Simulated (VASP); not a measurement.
Set up this calculation in VASP 6.6.1, as the native input.

```yaml
Task: single point
Functional: PBE
Potentials_or_basis: VASP PAW PBE potentials, release 64 (Bi_d, Te)
Cutoff: 520 eV
k_mesh: 12 × 12 × 12
Occupations: gaussian, width 0.15 eV
Spin: no spin polarisation
Dipole_correction: no
Further_INCAR_settings: ALGO = Normal; EDIFF = 1e-06; NBANDS = 18
```

The structure of BiTe lies in POSCAR:

```
BiTe
1.0
    2.4310010027      1.3987509848      3.3233487239
   -2.4144145429      1.3987509848      3.3112351851
    0.0082932299     -2.7975019696      3.3172919545
Bi Te
1 1
Direct
    0.5000000000      0.5000000000      0.5000000000
    0.0000000000      0.0000000000      0.0000000000
```

This cell differs from its parent crystal: strain +0.0050 x Voigt [0, 0, 0, 0, 1, 0].

These files were run (other wordings do the same):

INCAR

```
SYSTEM = BiTe
ALGO     = Normal         ! electronic algorithm
EDIFF    = 1E-6           ! SCF threshold, eV
ENCUT    = 520            ! plane-wave cutoff, eV
GGA      = PE             ! functional
ISIF     = 2              ! what is computed and relaxed
ISMEAR   = 0              ! smearing method
LASPH    = .True.         ! aspherical terms in the spheres
LCHARG   = .False.        ! write CHGCAR
LREAL    = .False.        ! projectors in reciprocal space
LWAVE    = .False.        ! write WAVECAR
NBANDS   = 18             ! bands
NELM     = 80             ! most SCF steps
PREC     = Accurate       ! precision mode
SIGMA    = 0.15           ! smearing width, eV
```

KPOINTS

```
k-points
0
Gamma
  12 12 12
  0 0 0
```

Potentials or basis: VASP PAW PBE potentials, release 64 (Bi_d, Te).

Launch:

```bash
$ cat potpaw_PBE.64/Bi_d/POTCAR potpaw_PBE.64/Te/POTCAR > POTCAR
$ mpirun -np 1 vasp_std > vasp.out
```

Results of the run:

```
Pressure               : -0.1 GPa
Band gap on the k mesh : zero (an odd number of electrons rules out a gap without spin polarisation)
```

Caveat: the cell differs from its parent crystal (strain +0.0050 x Voigt [0, 0, 0, 0, 1, 0]); spin-orbit coupling is left out, which moves the levels of the heavy elements; an odd number of electrons without spin polarisation forces a metal; a magnetic or distorted state may lie lower.

It took 6.1 min on 1 thread of AMD EPYC 9R45 96-Core Processor (Zen 5), on a shared host, peak memory 1 GiB.
